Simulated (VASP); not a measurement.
# AlN (P6_3/mmc) in VASP: a series of runs, part 2 of 2

VASP 6.6.1. Earlier steps stand in the parts before.

## (3) Single point, PBEsol (volume 9.301 Å^3 an atom, c/a of the conventional cell 1.2949)

Contents of INCAR:

```
SYSTEM = AlN
ALGO     = Normal         ! electronic algorithm
EDIFF    = 1E-6           ! SCF threshold, eV
ENCUT    = 520            ! plane-wave cutoff, eV
GGA      = PS             ! functional
ISIF     = 2              ! what is computed and relaxed
ISMEAR   = 0              ! smearing method
LASPH    = .TRUE.         ! aspherical terms in the spheres
LCHARG   = .FALSE.        ! write CHGCAR
LREAL    = .FALSE.        ! projectors in reciprocal space
LWAVE    = .FALSE.        ! write WAVECAR
NBANDS   = 16             ! bands
NELM     = 100            ! most SCF steps
PREC     = Accurate       ! precision mode
SIGMA    = 0.05           ! smearing width, eV
```

Contents of KPOINTS:

```
k-points
0
G
  9 9 6
  0 0 0
```

Contents of POSCAR:

```
AlN
1.0
    3.2132234249      0.0000000000      0.0000000000
   -1.6066117125      2.7827331140      0.0000000000
    0.0000000000      0.0000000000      4.1608030129
Al N
2 2
Direct
    0.3333333333      0.6666666667      0.7500000000
    0.6666666667      0.3333333333      0.2500000000
    0.3333333333      0.6666666667      0.2500000000
    0.6666666667      0.3333333333      0.7500000000
```

Potentials or basis: VASP PAW PBE potentials, release 64 (Al, N).

Run with:

```sh
> cat potpaw_PBE.64/Al/POTCAR potpaw_PBE.64/N/POTCAR > POTCAR
> mpirun -np 1 vasp_std > vasp.out
```

OUTCAR:

```text
SYSTEM = AlN
   EDIFF = 1E-6
   ENCUT = 520
   GGA = PS
   ISIF = 2
   ISMEAR = 0
   LASPH = .TRUE.
   LREAL = .FALSE.
   NELM = 100
   PREC = Accurate

 ion  position               nearest neighbor table
   1  0.333  0.667  0.750-   4 1.86   4 1.86   4 1.86   3 2.08   3 2.08   2 2.79   2 2.79   2 2.79
                             2 2.79   2 2.79   2 2.79
   2  0.667  0.333  0.250-   3 1.86   3 1.86   3 1.86   4 2.08   4 2.08   1 2.79   1 2.79   1 2.79
                             1 2.79   1 2.79   1 2.79
   3  0.333  0.667  0.250-   2 1.86   2 1.86   2 1.86   1 2.08   1 2.08
   4  0.667  0.333  0.750-   1 1.86   1 1.86   1 1.86   2 2.08   2 2.08

  LATTYP: Found a hexagonal cell.
 ALAT       =     3.2132234249
 C/A-ratio  =     1.2949000000

  Lattice vectors:

 A1 = (   3.2132234249,   0.0000000000,   0.0000000000)
 A2 = (  -1.6066117125,   2.7827331140,   0.0000000000)
 A3 = (   0.0000000000,   0.0000000000,   4.1608030129)

Analysis of symmetry for initial positions (statically):
=====================================================================
 Subroutine PRICEL returns:
 Original cell was already a primitive cell.

 Routine SETGRP: Setting up the symmetry group for a
 hexagonal supercell.
[... 171 lines left out ...]

  energy without entropy =      -30.84755306  energy(sigma->0) =      -30.84755306

 E-fermi :   8.9228     XC(G=0): -11.6563

 val. band max:        8.7274699575   @ k =   0.0000   0.0000   0.0000
 cond. band min:      12.3659567470   @ k =   0.0000   0.0000   0.0000
 fundamental gap:      3.6384867895
 Fermi energy:         8.9228014566

 k-point     1 :       0.0000    0.0000    0.0000
  band No.  band energies     occupation
      1      -8.6543      2.00000
      2      -4.7793      2.00000
      3       1.2450      2.00000
      4       5.2405      2.00000
      5       5.2405      2.00000
      6       6.8488      2.00000
[... 433 lines left out ...]
      3       1.6634      2.00000
      4       2.8265      2.00000
      5       2.8265      2.00000
      6       5.2441      2.00000
[... 8 lines left out ...]
     15      20.3350      0.00000
     16      22.2890      0.00000

 [... further k-points ...]
[... 5 lines left out ...]
  --------------------------------------------------------------------------------------
  -------------------------------------------------------------------------------------
  Total        3.8468784      3.8468784      1.3825094     -0.0000000      0.0000000      0.0000000
  in kB      165.6644795    165.6644795     59.5372870     -0.0000000      0.0000000      0.0000000
  external PRESSURE =     130.2887487 kB  Pullay stress =       0.0000000 kB

 VOLUME and BASIS-vectors are now :
 -----------------------------------------------------------------------------
  energy-cutoff  :      520.00
  volume of cell :       37.20
      direct lattice vectors                 reciprocal lattice vectors
     3.213223425  0.000000000  0.000000000     0.311213964  0.179679466  0.000000000
    -1.606611712  2.782733114  0.000000000     0.000000000  0.359358932  0.000000000
     0.000000000  0.000000000  4.160803013     0.000000000  0.000000000  0.240338222

 POSITION                                       TOTAL-FORCE (eV/Angst)
 -----------------------------------------------------------------------------------
     -0.00000      1.85516      3.12060         0.000000     -0.000000      0.000000
      1.60661      0.92758      1.04020        -0.000000      0.000000      0.000000
     -0.00000      1.85516      1.04020        -0.000000     -0.000000      0.000000
      1.60661      0.92758      3.12060         0.000000      0.000000      0.000000
 -----------------------------------------------------------------------------------
    total drift:                               -0.000000     -0.000000     -0.000000

  FREE ENERGIE OF THE ION-ELECTRON SYSTEM (eV)
  ---------------------------------------------------
  free  energy   TOTEN  =       -30.8475530622 eV

  energy  without entropy=      -30.8475530622  energy(sigma->0) =      -30.84755306
```

OSZICAR:

```text
N       E                     dE             d eps       ncg     rms          rms(c)
DAV:   1     0.393905354829E+02    0.39391E+02   -0.75172E+03  1536   0.913E+02
DAV:   2    -0.322303804376E+02   -0.71621E+02   -0.66092E+02  2224   0.191E+02
DAV:   3    -0.352871494438E+02   -0.30568E+01   -0.30477E+01  1888   0.403E+01
DAV:   4    -0.353044884197E+02   -0.17339E-01   -0.17337E-01  1856   0.338E+00
DAV:   5    -0.353047026616E+02   -0.21424E-03   -0.21423E-03  1872   0.383E-01    0.118E+01
DAV:   6    -0.309325207213E+02    0.43722E+01   -0.82075E+00  1960   0.218E+01    0.415E+00
DAV:   7    -0.308874747128E+02    0.45046E-01   -0.71600E-01  1792   0.592E+00    0.291E+00
DAV:   8    -0.308543009096E+02    0.33174E-01   -0.88425E-02  1632   0.242E+00    0.767E-01
DAV:   9    -0.308472796358E+02    0.70213E-02   -0.17007E-02  2008   0.103E+00    0.257E-01
DAV:  10    -0.308476529509E+02   -0.37332E-03   -0.19712E-03  1768   0.297E-01    0.177E-01
DAV:  11    -0.308475551875E+02    0.97763E-04   -0.14549E-04  1840   0.926E-02    0.382E-02
DAV:  12    -0.308475535079E+02    0.16795E-05   -0.73773E-06  1752   0.221E-02    0.591E-03
DAV:  13    -0.308475530622E+02    0.44574E-06   -0.20160E-06  1728   0.108E-02
   1 F= -.30847553E+02 E0= -.30847553E+02  d E =-.136666E-10
```

stdout:

```text
POSCAR found type information on POSCAR AlN
 POSCAR found :  2 types and       4 ions
 scaLAPACK will be used
 -----------------------------------------------------------------------------
|                                                                             |
|                                                                             |
|     You enforced a specific xc type in the INCAR file but a different       |
|     I HOPE YOU KNOW WHAT YOU ARE DOING!                                     |
|                                                                             |
 -----------------------------------------------------------------------------

 LDA part: xc-table for (Slater+PW92), standard interpolation
 POSCAR, INCAR and KPOINTS ok, starting setup
 FFT: planning ... GRIDC
 FFT: planning ... GRID_SOFT
 FFT: planning ... GRID
 WAVECAR not read
 entering main loop
```

It took 34 s on 1 thread of Intel Xeon 8259CL, shared host; peak memory 0.16 GiB.

Results:

* Free energy: -30.8476 eV
* Pressure: 13.0 GPa
* Band gap on the k mesh: 3.64 eV, direct

Levels at points of the mesh, in eV from the valence-band top:
| k point | band 6 | band 7 | band 8 | band 9 | band 10 | band 11 |
| --- | --- | --- | --- | --- | --- | --- |
| (0.00, 0.00, 0.00) | -1.88 | -1.88 | 0.00 | 3.64 | 4.92 | 8.57 |
| (0.00, 0.00, 0.50) | -2.72 | -2.72 | -2.72 | 5.95 | 5.95 | 8.74 |

Caveat: the PAW data sets were made with another functional, which shifts forces and pressure a little. A k mesh can miss the band edges.

## (4) Single point, PBEsol (volume 9.301 Å^3 an atom, c/a of the conventional cell 1.2144)

Contents of INCAR:

```
PREC     = Accurate       # precision mode
ENCUT    = 520            # plane-wave cutoff, eV
EDIFF    = 1E-6           # SCF threshold, eV
ISMEAR   = 0              # smearing method
SIGMA    = 0.05           # smearing width, eV
LREAL    = False          # projectors in reciprocal space
LASPH    = True           # aspherical terms in the spheres
NELM     = 100            # most SCF steps
ALGO     = Normal         # electronic algorithm
ISIF     = 2              # what is computed and relaxed
LWAVE    = False          # write WAVECAR
LCHARG   = False          # write CHGCAR
GGA      = PS             # functional
NBANDS   = 16             # bands
```

Contents of KPOINTS:

```
Automatic mesh
0
Gamma
  9 9 6
```

Contents of POSCAR:

```
AlN
1.0
    3.2827092216      0.0000000000      0.0000000000
   -1.6413546108      2.8429095791      0.0000000000
    0.0000000000      0.0000000000      3.9865220787
Al N
2 2
Direct
    0.3333333333      0.6666666667      0.7500000000
    0.6666666667      0.3333333333      0.2500000000
    0.3333333333      0.6666666667      0.2500000000
    0.6666666667      0.3333333333      0.7500000000
```

Run with:

```sh
> cat potpaw_PBE.64/Al/POTCAR potpaw_PBE.64/N/POTCAR > POTCAR
> mpirun -np 1 vasp_std > vasp.out
```

Wall time 30 s (1 thread of Intel Xeon 8259CL, shared host); peak memory 0.15 GiB.

Results (log left out):

| Quantity | Value |
| --- | --- |
| Free energy | -30.8655 eV |
| Pressure | 11.3 GPa |
| Band gap on the k mesh | 3.76 eV, direct |

Stress tensor (GPa, compression positive):
```
 8.87  0.00  0.00
 0.00  8.87  0.00
 0.00  0.00 16.24
```

Levels at points of the mesh, in eV from the valence-band top:
```tsv
k point	band 6	band 7	band 8	band 9	band 10	band 11
(0.00, 0.00, 0.00)	-1.51	-1.51	0.00	3.76	4.91	8.45
(0.00, 0.00, 0.50)	-2.53	-2.53	-2.53	6.08	6.08	8.51
```

Caveat: the PAW data sets were made with another functional, which shifts forces and pressure a little.

## (5) Single point, PBEsol (volume 9.301 Å^3 an atom, c/a of the conventional cell 1.3371)

Contents of INCAR:

```
SYSTEM = AlN
PREC = Accurate
ENCUT = 520
EDIFF = 1E-7
ISMEAR = 0
SIGMA = 0.05
LREAL = .FALSE.
LASPH = .TRUE.
NELM = 80
ALGO = Normal
ISIF = 2
LWAVE = .FALSE.
LCHARG = .FALSE.
GGA = PS
NBANDS = 16
```

Contents of KPOINTS:

```
regular mesh
0
G
  9 9 6
  0 0 0
```

Contents of POSCAR:

```
AlN
1.0
    3.1790574166      0.0000000000      0.0000000000
   -1.5895287083      2.7531444829      0.0000000000
    0.0000000000      0.0000000000      4.2507176718
Al N
2 2
Direct
    0.3333333333      0.6666666667      0.7500000000
    0.6666666667      0.3333333333      0.2500000000
    0.3333333333      0.6666666667      0.2500000000
    0.6666666667      0.3333333333      0.7500000000
```

Potentials or basis: VASP PAW PBE potentials, release 64 (Al, N).

Run with:

```sh
> cat potpaw_PBE.64/Al/POTCAR potpaw_PBE.64/N/POTCAR > POTCAR
> mpirun -np 1 vasp_std > vasp.out
```

OUTCAR:

```text
SYSTEM = AlN
   PREC = Accurate
   ENCUT = 520
   EDIFF = 1E-7
   ISMEAR = 0
   LREAL = .FALSE.
   LASPH = .TRUE.
   NELM = 80
   ISIF = 2
   GGA = PS

 ion  position               nearest neighbor table
   1  0.333  0.667  0.750-   4 1.84   4 1.84   4 1.84   3 2.13   3 2.13   2 2.81   2 2.81   2 2.81
                             2 2.81   2 2.81   2 2.81
   2  0.667  0.333  0.250-   3 1.84   3 1.84   3 1.84   4 2.13   4 2.13   1 2.81   1 2.81   1 2.81
                             1 2.81   1 2.81   1 2.81
   3  0.333  0.667  0.250-   2 1.84   2 1.84   2 1.84   1 2.13   1 2.13
   4  0.667  0.333  0.750-   1 1.84   1 1.84   1 1.84   2 2.13   2 2.13

  LATTYP: Found a hexagonal cell.
 ALAT       =     3.1790574166
 C/A-ratio  =     1.3371000000

  Lattice vectors:

 A1 = (   3.1790574166,   0.0000000000,   0.0000000000)
 A2 = (  -1.5895287083,   2.7531444829,   0.0000000000)
 A3 = (   0.0000000000,   0.0000000000,   4.2507176718)

Analysis of symmetry for initial positions (statically):
=====================================================================
 Subroutine PRICEL returns:
 Original cell was already a primitive cell.

 Routine SETGRP: Setting up the symmetry group for a
 hexagonal supercell.

[... 171 lines left out ...]
  energy without entropy =      -30.77404727  energy(sigma->0) =      -30.77404727

 E-fermi :   9.0531     XC(G=0): -11.6573

 val. band max:        8.8183623632   @ k =   0.0000   0.0000   0.0000
 cond. band min:      12.4062030124   @ k =   0.0000   0.0000   0.0000
 fundamental gap:      3.5878406491
 Fermi energy:         9.0531378525

 k-point     1 :       0.0000    0.0000    0.0000
  band No.  band energies     occupation
      1      -8.6399      2.00000
      2      -4.9604      2.00000
      3       1.1859      2.00000
      4       5.3456      2.00000
      5       5.3456      2.00000
      6       6.7920      2.00000
[... 433 lines left out ...]
      3       1.6880      2.00000
      4       2.8278      2.00000
      5       2.8278      2.00000
      6       5.0334      2.00000
[... 8 lines left out ...]
     15      20.3564      0.00000
     16      22.3341      0.00000

 [... further k-points ...]
[... 5 lines left out ...]
  --------------------------------------------------------------------------------------
  -------------------------------------------------------------------------------------
  Total        4.9884092      4.9884092      0.5808069      0.0000000      0.0000000     -0.0000000
  in kB      214.8241094    214.8241094     25.0122452      0.0000000      0.0000000     -0.0000000
  external PRESSURE =     151.5534880 kB  Pullay stress =       0.0000000 kB

 VOLUME and BASIS-vectors are now :
 -----------------------------------------------------------------------------
  energy-cutoff  :      520.00
  volume of cell :       37.20
      direct lattice vectors                 reciprocal lattice vectors
     3.179057417  0.000000000  0.000000000     0.314558647  0.181610520  0.000000000
    -1.589528708  2.753144483  0.000000000     0.000000000  0.363221039  0.000000000
     0.000000000  0.000000000  4.250717672     0.000000000  0.000000000  0.235254392

 POSITION                                       TOTAL-FORCE (eV/Angst)
 -----------------------------------------------------------------------------------
     -0.00000      1.83543      3.18804        -0.000000     -0.000000      0.000000
      1.58953      0.91771      1.06268         0.000000      0.000000      0.000000
     -0.00000      1.83543      1.06268         0.000000      0.000000      0.000000
      1.58953      0.91771      3.18804         0.000000     -0.000000      0.000000
 -----------------------------------------------------------------------------------
    total drift:                               -0.000000     -0.000000     -0.000000

  FREE ENERGIE OF THE ION-ELECTRON SYSTEM (eV)
  ---------------------------------------------------
  free  energy   TOTEN  =       -30.7740472652 eV

  energy  without entropy=      -30.7740472652  energy(sigma->0) =      -30.77404727
```

stdout:

```text
POSCAR found type information on POSCAR AlN
 POSCAR found :  2 types and       4 ions
 scaLAPACK will be used
 -----------------------------------------------------------------------------
|                                                                             |
|                                                                             |
|     You enforced a specific xc type in the INCAR file but a different       |
|     I HOPE YOU KNOW WHAT YOU ARE DOING!                                     |
|                                                                             |
 -----------------------------------------------------------------------------

 LDA part: xc-table for (Slater+PW92), standard interpolation
 POSCAR, INCAR and KPOINTS ok, starting setup
 FFT: planning ... GRIDC
 FFT: planning ... GRID_SOFT
 FFT: planning ... GRID
 WAVECAR not read
 entering main loop
```

Wall time 36 s (1 thread of Intel Xeon 8259CL, shared host); peak memory 0.15 GiB.

Results:

| Property | Result |
| --- | --- |
| Free energy | -30.7740 eV |
| Pressure | 15.2 GPa |
| Band gap on the k mesh | 3.59 eV, direct |

Stress tensor (GPa, compression positive):
```
21.48  0.00  0.00
 0.00 21.48  0.00
 0.00  0.00  2.50
```

Caveat: the PAW data sets were made with another functional, which shifts forces and pressure a little.

## (6) The runs side by side

```tsv
cell	gap on the mesh (eV)	pressure (GPa)
a = 3.318, b = 3.318, c = 3.902 Å, angles 90.0, 90.0, 120.0°, 4 atoms	3.83	11.9
a = 3.213, b = 3.213, c = 4.161 Å, angles 90.0, 90.0, 120.0°, 4 atoms	3.64	13.0
a = 3.283, b = 3.283, c = 3.987 Å, angles 90.0, 90.0, 120.0°, 4 atoms	3.76	11.3
a = 3.179, b = 3.179, c = 4.251 Å, angles 90.0, 90.0, 120.0°, 4 atoms	3.59	15.2
```

Alike in all rows: task single point; level PBEsol; potentials or basis VASP PAW PBE potentials, release 64 (Al, N); no spin polarisation; k mesh 9 × 9 × 6; cutoff (eV) 520; smearing gaussian 0.05 eV.

Caveats: the PAW data sets were made with another functional, which shifts forces and pressure a little.

Absolute energies hang on the potentials; compare differences alone.
